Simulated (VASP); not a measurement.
# CsGa (NaTl type) (Fd-3m) in VASP: settings compared

CsGa (NaTl type) is run at these levels: PBEsol, revPBE, PBEsol+D3(BJ); tasks: single point.

Everything below comes from runs of VASP 6.6.1. Logs are shortened: lines on timing, memory, paths and dates and some standing lists are left out, and cuts for length are marked.

## 1. The cell of the first run

Symmetry: Fd-3m, No. 227, cubic system. The conventional cell has a = 8.068 Å, b = 8.068 Å, c = 8.068 Å, α = 90.00°, β = 90.00°, γ = 90.00°. Within 4.6 Å of Cs (site symmetry -43m) lie 4 Cs at 3.49 Å and 10 Ga at 3.49 to 4.03 Å. Within 4.6 Å of Ga (site symmetry -43m) lie 10 Cs at 3.49 to 4.03 Å and 4 Ga at 3.49 Å.

## 2. Single point, PBEsol

File INCAR:

```
SYSTEM = CsGa
PREC = Accurate
ENCUT = 520
EDIFF = 1E-6
ISMEAR = -1
SIGMA = 0.05
LREAL = .FALSE.
LASPH = .TRUE.
NELM = 60
ALGO = Normal
ISIF = 2
LWAVE = .FALSE.
LCHARG = .TRUE.
GGA = PS
LELF = .TRUE.
LVHAR = .TRUE.
NBANDS = 30
```

File KPOINTS:

```
Automatic mesh
0
G
  6 6 6
  0 0 0
```

File POSCAR:

```
CsGa
1.0
    0.0000000000      4.0341668935      4.0341668935
    4.0341668935      0.0000000000      4.0341668935
    4.0341668935      4.0341668935      0.0000000000
Cs Ga
2 2
Direct
    0.1250000000      0.1250000000      0.1250000000
   -0.1250000000     -0.1250000000     -0.1250000000
    0.3750000000      0.3750000000      0.3750000000
   -0.3750000000     -0.3750000000     -0.3750000000
```

Potentials or basis: VASP PAW PBE potentials, release 64 (Cs_sv, Ga_d).

Started as:

```sh
$ cat potpaw_PBE.64/Cs_sv/POTCAR potpaw_PBE.64/Ga_d/POTCAR > POTCAR
$ mpirun -np 1 vasp_std > vasp.out
```

OUTCAR:

```text
SYSTEM = CsGa
   PREC = Accurate
   ENCUT = 520
   EDIFF = 1E-6
   ISMEAR = -1
   LREAL = .FALSE.
   LASPH = .TRUE.
   NELM = 60
   ISIF = 2
   GGA = PS

 ion  position               nearest neighbor table
   1  0.125  0.125  0.125-
   2  0.875  0.875  0.875-
   3  0.375  0.375  0.375-
   4  0.625  0.625  0.625-

  LATTYP: Found a face centered cubic cell.
 ALAT       =     8.0683337870

  Lattice vectors:

 A1 = (   0.0000000000,   4.0341668935,   4.0341668935)
 A2 = (   4.0341668935,   0.0000000000,   4.0341668935)
 A3 = (   4.0341668935,   4.0341668935,   0.0000000000)

Analysis of symmetry for initial positions (statically):
=====================================================================
 Subroutine PRICEL returns:
 Original cell was already a primitive cell.

 Routine SETGRP: Setting up the symmetry group for a
 face centered cubic supercell.

 Subroutine GETGRP returns: Found 48 space group operations
 (whereof 12 operations were pure point group operations)
 out of a pool of 48 trial point group operations.

The static configuration has the point symmetry D_3d.
 The point group associated with its full space group is O_h .

Analysis of symmetry for dynamics (positions and initial velocities):
=====================================================================
 Subroutine PRICEL returns:
 Original cell was already a primitive cell.

 Routine SETGRP: Setting up the symmetry group for a
 face centered cubic supercell.

 Subroutine GETGRP returns: Found 48 space group operations
 (whereof 12 operations were pure point group operations)
 out of a pool of 48 trial point group operations.

The dynamic configuration has the point symmetry D_3d.
 The point group associated with its full space group is O_h .

 Subroutine INISYM returns: Found 48 space group operations
 (whereof 12 operations are pure point group operations),
 and found     1 'primitive' translations

----------------------------------------------------------------------------------------

                                     Primitive cell

  volume of cell :     131.3081

  direct lattice vectors                    reciprocal lattice vectors
     0.000000000  4.034166894  4.034166894    -0.123941327  0.123941327  0.123941327
     4.034166894  0.000000000  4.034166894     0.123941327 -0.123941327  0.123941327
[... 76 lines left out ...]
   LSORBIT =      F    spin-orbit coupling
   LASPH  =      T    aspherical Exc in radial PAW
   ENCUT  =  520.0 eV  38.22 Ry    6.18 a.u.  10.61 10.61 10.61*2*pi/ulx,y,z
   NELM   =     60;   NELMIN=  2; NELMDL= -5     # of ELM steps
   EDIFF  = 0.1E-05   stopping-criterion for ELM
   LREAL  =      F    real-space projection
   EDIFFG = 0.1E-04   stopping-criterion for IOM
   NSW    =      0    number of steps for IOM
   IBRION =     -1    ionic relax: 0-MD 1-quasi-New 2-CG
   NFREE  =      0    steps in history (QN), initial steepest desc. (CG)
   ISIF   =      2    stress and relaxation
   ISYM   =      2    0-nonsym 1-usesym 2-fastsym
   POTIM  = 0.5000    time-step for ionic-motion
   TEBEG  =    0.0;   TEEND  =   0.0 temperature during run
   PSTRESS=    0.0 pullay stress
   NELECT =      44.0000    total number of electrons
   NUPDOWN=      -1.0000    fix difference up-down
   EMIN   =  10.00;   EMAX   =-10.00  energy-range for DOS
   EFERMI =   0.00;   METHOD = LEGACY
   ISMEAR =    -1;   SIGMA  =   0.05  broadening in eV -4-tet -1-fermi 0-gaus
   EFERMI_NEDOS =   21; number of points for ismear=-14 and -15
   IALGO  =     38    algorithm
   IMIX   =      4    mixing-type and parameters
     AMIX     =   0.40;   BMIX     =  1.00
     AMIX_MAG =   1.60;   BMIX_MAG =  1.00
  volume/ion in A,a.u.               =      32.83       221.53
  Fermi-wavevector in a.u.,A,eV,Ry     =   1.137091  2.148790 17.592004  1.292976
  Thomas-Fermi vector in A             =   2.273796
   LORBIT       =      0    0 simple, 1 ext, 2 COOP (PROOUT), +10 PAW based schemes
   GGA     = PS    functional components
   LHFCALC =     F    Hartree Fock is set to
   AEXX    =    0.0000 exact exchange contribution
   IVDW    =     0    specifies the selected vdW correction
   LEPSILON=     F    determine dielectric tensor
   LRPA    =     F    only Hartree local field effects (RPA)
 non-spin polarized calculation
  energy-cutoff  :      520.00
  volume of cell :      131.31
 maximum number of plane-waves:      3582
   NGX = 21   NGY = 21   NGZ = 21

 number of electron      44.0000025 magnetization

 Free energy of the ion-electron system (eV)
  ---------------------------------------------------
  ext. energy  EPLUGINS =         0.00000000
  ---------------------------------------------------
  free energy    TOTEN  =        -7.77096401 eV

  energy without entropy =       -7.75769824  energy(sigma->0) =       -7.76433113

 E-fermi :   3.2355     XC(G=0):  -9.3381

 val. band max:        3.2198197464   @ k =   0.3333   0.3333   0.0000
 cond. band min:       3.2621591865   @ k =   0.3333   0.0000   0.0000
 fundamental gap:      0.0423394402
 Fermi energy:         3.2354837930

 k-point     1 :       0.0000    0.0000    0.0000
  band No.  band energies     occupation
      1     -19.7582      2.00000
      2     -19.0427      2.00000
      3     -11.3819      2.00000
      4     -11.3819      2.00000
      5     -11.3819      2.00000
      6     -11.3765      2.00000
[... 517 lines left out ...]
     29       7.5949      0.00000
     30       7.5949      0.00000

------------------------ aborting loop because EDIFF is reached ----------------------------------------

  FORCE on cell =-STRESS in cart. coord.  units (eV):
  Direction    XX          YY          ZZ          XY          YZ          ZX
  --------------------------------------------------------------------------------------
  -------------------------------------------------------------------------------------
  Total        0.1428120      0.1428120      0.1428120     -0.0000000     -0.0000000      0.0000000
  in kB        1.7425444      1.7425444      1.7425444     -0.0000000     -0.0000000      0.0000000
  external PRESSURE =       1.7425444 kB  Pullay stress =       0.0000000 kB

 VOLUME and BASIS-vectors are now :
 -----------------------------------------------------------------------------
  energy-cutoff  :      520.00
  volume of cell :      131.31
      direct lattice vectors                 reciprocal lattice vectors
     0.000000000  4.034166894  4.034166894    -0.123941327  0.123941327  0.123941327
     4.034166894  0.000000000  4.034166894     0.123941327 -0.123941327  0.123941327
     4.034166894  4.034166894  0.000000000     0.123941327  0.123941327 -0.123941327

 POSITION                                       TOTAL-FORCE (eV/Angst)
 -----------------------------------------------------------------------------------
      1.00854      1.00854      1.00854        -0.000000     -0.000000     -0.000000
      7.05979      7.05979      7.05979        -0.000000      0.000000      0.000000
      3.02563      3.02563      3.02563         0.000000      0.000000     -0.000000
      5.04271      5.04271      5.04271         0.000000     -0.000000      0.000000
 -----------------------------------------------------------------------------------
    total drift:                               -0.000000      0.000000      0.000000

  FREE ENERGIE OF THE ION-ELECTRON SYSTEM (eV)
  ---------------------------------------------------
  free  energy   TOTEN  =        -7.7709640082 eV

  energy  without entropy=       -7.7576982424  energy(sigma->0) =       -7.76433113
```

It took 34 s on 1 thread of Intel Xeon 6975P-C (Granite Rapids), shared host; peak memory 0.27 GiB.

Results:

```
Free energy            : -7.7710 eV
Pressure               : 0.2 GPa
Band gap on the k mesh : zero (bands 22 and 23 overlap by 0.16 eV)
```

Caveat: the PAW data sets were made with another functional, which shifts forces and pressure a little; spin-orbit coupling is left out, which moves the levels of the heavy elements.

[end of part 1 of 3]
